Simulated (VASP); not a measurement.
Input of a VASP 6.6.1 run:

Contents of INCAR:

```
SYSTEM = TlB2N3
PREC = Accurate ; ENCUT = 520
EDIFF = 1E-6 ; ISMEAR = 0
SIGMA = 0.02 ; LREAL = .False.
LASPH = .True. ; NELM = 80
ALGO = Normal ; ISIF = 2
LWAVE = .False. ; LCHARG = .False.
GGA = PS ; NBANDS = 46
```

File KPOINTS:

```
Automatic mesh
0
Gamma
  6 6 6
  0 0 0
```

Contents of POSCAR:

```
TlB2N3
1.0
    4.3864343190     -2.5138770938      0.0000000000
    4.3864343190      2.5138770938      0.0000000000
    0.0000000000      0.0000000000      4.6142207237
Tl B N
2 4 6
Direct
    0.3162084627      0.6837915373      0.9830036713
    0.6837915373      0.3162084627      0.4830036713
    0.0326579002      0.3299327443      0.9905398920
    0.6700672557      0.9673420998      0.9905398920
    0.9673420998      0.6700672557      0.4905398920
    0.3299327443      0.0326579002      0.4905398920
    0.0854252762      0.3453584276      0.3378064539
    0.6546415724      0.9145747238      0.3378064539
    0.9145747238      0.6546415724      0.8378064539
    0.3453584276      0.0854252762      0.8378064539
    0.2315361067      0.7684638933      0.4483046369
    0.7684638933      0.2315361067      0.9483046369
```

Potentials or basis: VASP PAW PBE potentials, release 64 (Tl_d, B, N).

Launch:

```sh
$ cat potpaw_PBE.64/Tl_d/POTCAR potpaw_PBE.64/B/POTCAR potpaw_PBE.64/N/POTCAR > POTCAR
$ mpirun -np 1 vasp_std > vasp.out
```

**Question.** Estimate the pressure.

**Answer.** 0.2 GPa.

**Question.** What does it give for the largest force?

**Answer.** 0.015 eV/Å.

**Question.** Estimate the band gap on the k mesh.

**Answer.** 1.14 eV (least direct gap 1.91 eV).

Forces on the atoms (eV/Å):
```
Tl   0.000  0.001  0.005
Tl   0.000 -0.001  0.005
B   -0.007 -0.002  0.008
B    0.007 -0.002  0.008
B    0.007  0.002  0.008
B   -0.007  0.002  0.008
N    0.007 -0.002 -0.013
N   -0.007 -0.002 -0.013
N   -0.007  0.002 -0.013
N    0.007  0.002 -0.013
N    0.000  0.012  0.006
N    0.000 -0.012  0.006
```

Caveat: the PAW data sets were made with another functional, which shifts forces and pressure a little; spin-orbit coupling is left out, which moves the levels of the heavy elements. A k mesh can miss the band edges.
